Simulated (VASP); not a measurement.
# Te (P3_121) in VASP: notebook, part 2 of 2

VASP 6.6.1.

### Step 6. Single point, PBE-based screened hybrid

POSCAR

```
Te
1.0
    4.4540000000      0.0000000000      0.0000000000
   -2.2270000000      3.8572771485      0.0000000000
    0.0000000000      0.0000000000      5.9240000000
Te
3
Direct
    0.7310000000      0.7310000000      0.0000000000
    0.0000000000      0.2690000000      0.6666666667
    0.2690000000      0.0000000000      0.3333333333
```

INCAR.step1

```
SYSTEM = Te
  PREC = Accurate
  ENCUT = 520
  EDIFF = 1E-5
  ISMEAR = -1
  SIGMA = 0.05
  LREAL = .False.
  LASPH = .True.
  NELM = 100
  ALGO = Normal
  ISIF = 2
  LWAVE = .True.
  NBANDS = 16
  GGA = PE
```

INCAR.step2

```
SYSTEM = Te
  PREC = Accurate
  ENCUT = 520
  EDIFF = 1E-6
  ISMEAR = -1
  SIGMA = 0.05
  LREAL = .False.
  LASPH = .True.
  NELM = 100
  ALGO = Normal
  ISIF = 2
  LWAVE = .False.
  LCHARG = .True.
  GGA = PE
  LHFCALC = .True.
  AEXX = 0.25
  HFSCREEN = 0.15
  PRECFOCK = Normal
  LELF = .True.
  LVHAR = .True.
  NBANDS = 16
  ISTART = 1
```

KPOINTS

```
regular mesh
0
Gamma
  4 4 3
  0 0 0
```

Potentials or basis: VASP PAW PBE potentials, release 64 (Te).

The run is started by

```
cat potpaw_PBE.64/Te/POTCAR > POTCAR
cp INCAR.step1 INCAR
mpirun -np 1 vasp_std > vasp.out
cp INCAR.step2 INCAR
mpirun -np 1 vasp_std > vasp.out
```

OUTCAR:

```text
SYSTEM = Te
   PREC = Accurate
   ENCUT = 520
   EDIFF = 1E-6
   ISMEAR = -1
   LREAL = .False.
   LASPH = .True.
   NELM = 100
   ISIF = 2
   GGA = PE
   LHFCALC = .True.
   AEXX = 0.25
   HFSCREEN = 0.15
   PRECFOCK = Normal
   ISTART = 1

 ion  position               nearest neighbor table
   1  0.731  0.731  0.000-   3 2.86   2 2.86   3 3.47   2 3.47   2 3.47   3 3.47
   2  0.000  0.269  0.667-   1 2.86   3 2.86   1 3.47   1 3.47   3 3.47   3 3.47
   3  0.269  0.000  0.333-   1 2.86   2 2.86   1 3.47   1 3.47   2 3.47   2 3.47

  LATTYP: Found a hexagonal cell.
 ALAT       =     4.4540000000
 C/A-ratio  =     1.3300404131

  Lattice vectors:

 A1 = (   4.4540000000,   0.0000000000,   0.0000000000)
 A2 = (  -2.2270000000,   3.8572771485,   0.0000000000)
 A3 = (   0.0000000000,   0.0000000000,   5.9240000000)

Analysis of symmetry for initial positions (statically):
=====================================================================
 Subroutine PRICEL returns:
 Original cell was already a primitive cell.

 Routine SETGRP: Setting up the symmetry group for a
 hexagonal supercell.

 Subroutine GETGRP returns: Found  6 space group operations
 (whereof  2 operations were pure point group operations)
 out of a pool of 24 trial point group operations.

The static configuration has the point symmetry C_2 .
 The point group associated with its full space group is D_3 .

Analysis of symmetry for dynamics (positions and initial velocities):
=====================================================================
 Subroutine PRICEL returns:
 Original cell was already a primitive cell.

 Routine SETGRP: Setting up the symmetry group for a
 hexagonal supercell.

 Subroutine GETGRP returns: Found  6 space group operations
 (whereof  2 operations were pure point group operations)
 out of a pool of 24 trial point group operations.

The dynamic configuration has the point symmetry C_2 .
 The point group associated with its full space group is D_3 .

 Subroutine INISYM returns: Found  6 space group operations
 (whereof  2 operations are pure point group operations),
 and found     1 'primitive' translations

----------------------------------------------------------------------------------------

                                     Primitive cell

  volume of cell :     101.7762

  direct lattice vectors                    reciprocal lattice vectors
     4.454000000  0.000000000  0.000000000     0.224517288  0.129625117  0.000000000
    -2.227000000  3.857277149  0.000000000     0.000000000  0.259250233  0.000000000
     0.000000000  0.000000000  5.924000000     0.000000000  0.000000000  0.168804862

  length of vectors
     4.454000000  4.454000000  5.924000000     0.259250233  0.259250233  0.168804862

  position of ions in fractional coordinates (direct lattice)
     0.731000000  0.731000000  0.000000000
     0.000000000  0.269000000  0.666666667
     0.269000000  0.000000000  0.333333333

  ion indices of the primitive-cell ions
   primitive index   ion index
[... 34 lines left out ...]
  0.500000  0.000000  0.000000      3.000000
  0.250000  0.250000  0.000000      6.000000
  0.000000  0.000000  0.333333      2.000000
  0.250000  0.000000  0.333333      6.000000
  0.000000  0.250000  0.333333      6.000000
  0.500000  0.000000  0.333333      6.000000
  0.250000  0.250000  0.333333     12.000000
   k-points           NKPTS =      9   k-points in BZ     NKDIM =     48   number of bands    NBANDS=     16
   number of dos      NEDOS =    301   number of ions     NIONS =      3
   total plane-waves  NPLWV =  62208
   dimension x,y,z NGX =    36 NGY =   36 NGZ =   48
   dimension x,y,z NGXF=    72 NGYF=   72 NGZF=   96
   ions per type =               3
   NGX,Y,Z   is equivalent  to a cutoff of  13.44, 13.44, 13.47 a.u.
   NGXF,Y,Z  is equivalent  to a cutoff of  26.87, 26.87, 26.94 a.u.
 SYSTEM =  Te
   PREC   = accura    normal or accurate (medium, high low for compatibility)
   ISTART =      1    job   : 0-new  1-cont  2-samecut
   ICHARG =      0    charge: 1-file 2-atom 10-const
   ISPIN  =      1    spin polarized calculation?
   LNONCOLLINEAR =      F non collinear calculations
   LSORBIT =      F    spin-orbit coupling
   LASPH  =      T    aspherical Exc in radial PAW
   ENCUT  =  520.0 eV  38.22 Ry    6.18 a.u.   8.28  8.28 11.01*2*pi/ulx,y,z
   NELM   =    100;   NELMIN=  2; NELMDL=  0     # of ELM steps
   EDIFF  = 0.1E-05   stopping-criterion for ELM
   LREAL  =      F    real-space projection
   EDIFFG = 0.1E-04   stopping-criterion for IOM
   NSW    =      0    number of steps for IOM
   IBRION =     -1    ionic relax: 0-MD 1-quasi-New 2-CG
   NFREE  =      0    steps in history (QN), initial steepest desc. (CG)
   ISIF   =      2    stress and relaxation
   ISYM   =      3    0-nonsym 1-usesym 2-fastsym
   POTIM  = 0.5000    time-step for ionic-motion
   TEBEG  =    0.0;   TEEND  =   0.0 temperature during run
   PSTRESS=    0.0 pullay stress
   NELECT =      18.0000    total number of electrons
   NUPDOWN=      -1.0000    fix difference up-down
   EMIN   =  10.00;   EMAX   =-10.00  energy-range for DOS
   EFERMI =   0.00;   METHOD = LEGACY
   ISMEAR =    -1;   SIGMA  =   0.05  broadening in eV -4-tet -1-fermi 0-gaus
   EFERMI_NEDOS =   21; number of points for ismear=-14 and -15
   IALGO  =     38    algorithm
   IMIX   =      1    mixing-type and parameters
     AMIX     =   0.40;   BMIX     =  1.00
     AMIX_MAG =   1.60;   BMIX_MAG =  1.00
  volume/ion in A,a.u.               =      33.93       228.94
  Fermi-wavevector in a.u.,A,eV,Ry     =   0.918933  1.736531 11.489263  0.844437
  Thomas-Fermi vector in A             =   2.044070
   LORBIT       =      0    0 simple, 1 ext, 2 COOP (PROOUT), +10 PAW based schemes
   GGA     = PE    functional components
   LHFCALC =     T    Hartree Fock is set to
   PRECFOCK=normal    Normal, Fast or Accurate (Low or Medium for compatibility)
   ENCUT4O =  -1.0   cutoff for four orbital integrals eV
   NKREDX  =     1    reduce k-point grid by
   NKREDY  =     1    reduce k-point grid by
   NKREDZ  =     1    reduce k-point grid by
   AEXX    =    0.2500 exact exchange contribution
   HFSCREEN=    0.1500 screening length (either q_TF or 0.3 A-1)
   HFSCREENC=   0.1500 screening length for correlation (either q_TF or 0.3 A-1)
   ENCUTFOCK=  -1.0 apply spherical cutoff to Coloumb kernel
   IVDW    =     0    specifies the selected vdW correction
   LEPSILON=     F    determine dielectric tensor
   LRPA    =     F    only Hartree local field effects (RPA)
 non-spin polarized calculation
  energy-cutoff  :      520.00
  volume of cell :      101.78
 maximum number of plane-waves:      2758
 NGX is ok and might be reduce to    36
  NGX = 28; NGY = 28; NGZ = 36

 number of electron      17.9999999 magnetization

 Free energy of the ion-electron system (eV)
  ---------------------------------------------------
  ext. energy  EPLUGINS =         0.00000000
  ---------------------------------------------------
  free energy    TOTEN  =       -12.19242793 eV

  energy without entropy =      -12.19242756  energy(sigma->0) =      -12.19242775

 E-fermi :   5.9614     XC(G=0):  -7.4939

 val. band max:        5.2348012693   @ k =   0.2500   0.2500   0.3333
 cond. band min:       6.6149599490   @ k =   0.0000   0.0000   0.3333
 fundamental gap:      1.3801586797
 Fermi energy:         5.9613948711

 k-point     1 :       0.0000    0.0000    0.0000
  band No.  band energies     occupation
      1      -9.4674      2.00000
      2      -5.7932      2.00000
      3      -5.7932      2.00000
      4       2.1559      2.00000
      5       2.5653      2.00000
      6       2.5653      2.00000
[... 148 lines left out ...]
      3      -5.3803      2.00000
      4      -0.2363      2.00000
      5       0.3401      2.00000
      6       0.9955      2.00000
[... 8 lines left out ...]
     15      13.1173      0.00000
     16      14.0608      0.00000

------------------------ aborting loop because EDIFF is reached ----------------------------------------

  FORCE on cell =-STRESS in cart. coord.  units (eV):
  Direction    XX          YY          ZZ          XY          YZ          ZX
  --------------------------------------------------------------------------------------
  -------------------------------------------------------------------------------------
  Total       -0.2184391     -0.2184391     -1.0465312      0.0000000      0.0000000      0.0000000
  in kB       -3.4387048     -3.4387048    -16.4746676      0.0000000      0.0000000      0.0000000
  external PRESSURE =      -7.7840258 kB  Pullay stress =       0.0000000 kB

 VOLUME and BASIS-vectors are now :
 -----------------------------------------------------------------------------
  energy-cutoff  :      520.00
  volume of cell :      101.78
      direct lattice vectors                 reciprocal lattice vectors
     4.454000000  0.000000000  0.000000000     0.224517288  0.129625117  0.000000000
    -2.227000000  3.857277149  0.000000000     0.000000000  0.259250233  0.000000000
     0.000000000  0.000000000  5.924000000     0.000000000  0.000000000  0.168804862

 POSITION                                       TOTAL-FORCE (eV/Angst)
 -----------------------------------------------------------------------------------
      1.62794      2.81967      0.00000         0.185260      0.320880      0.000000
     -0.59906      1.03761      3.94933         0.185260     -0.320880     -0.000000
      1.19813      0.00000      1.97467        -0.370521      0.000000     -0.000000
 -----------------------------------------------------------------------------------
    total drift:                                0.000000      0.000001      0.000000

  FREE ENERGIE OF THE ION-ELECTRON SYSTEM (eV)
  ---------------------------------------------------
  free  energy   TOTEN  =       -12.1924279337 eV

  energy  without entropy=      -12.1924275641  energy(sigma->0) =      -12.19242775
```

It took 15 min on 1 thread of Intel Xeon Platinum 8375C at 2.90GHz (Ice Lake), shared host; peak memory 0.35 GiB.

What came out:

```
Free energy            : -12.1924 eV
Pressure               : -0.8 GPa
Largest force          : 0.371 eV/Å
Band gap on the k mesh : 1.38 eV, indirect (least direct gap 1.58 eV)
```

Forces on the atoms (eV/Å):
```
Te   0.185  0.321  0.000
Te   0.185 -0.321  0.000
Te  -0.371  0.000  0.000
```

Caveat: the PAW data sets were made with another functional, which shifts forces and pressure a little; spin-orbit coupling is left out, which moves the levels of the heavy elements. A k mesh can miss the band edges.

### Step 7. Overview

```tsv
share of exact exchange	screening parameter	gap on the mesh (eV)	pressure (GPa)	largest force (eV/Å)
0.1	0.20787 1/Å	0.97	0.7	0.04
0.15	0.20787 1/Å	1.06	0.3	0.13
0.25	0.20787 1/Å	1.26	-0.7	0.32
0.25	0.1 1/Å	1.53	-0.9	0.39
0.25	0.15 1/Å	1.38	-0.8	0.37
```

Alike in all rows: task single point; level PBE-based screened hybrid; potentials or basis VASP PAW PBE potentials, release 64 (Te); no spin polarisation; cell as given; k mesh 4 × 4 × 3; cutoff (eV) 520; smearing fermi-dirac 0.05 eV.

On the cell as given the gap runs from 0.97 eV (PBE-based screened hybrid) to 1.53 eV (PBE-based screened hybrid).

Caveats: the PAW data sets were made with another functional, which shifts forces and pressure a little; spin-orbit coupling is left out, which moves the levels of the heavy elements.

Absolute energies hang on the potentials; compare differences alone.
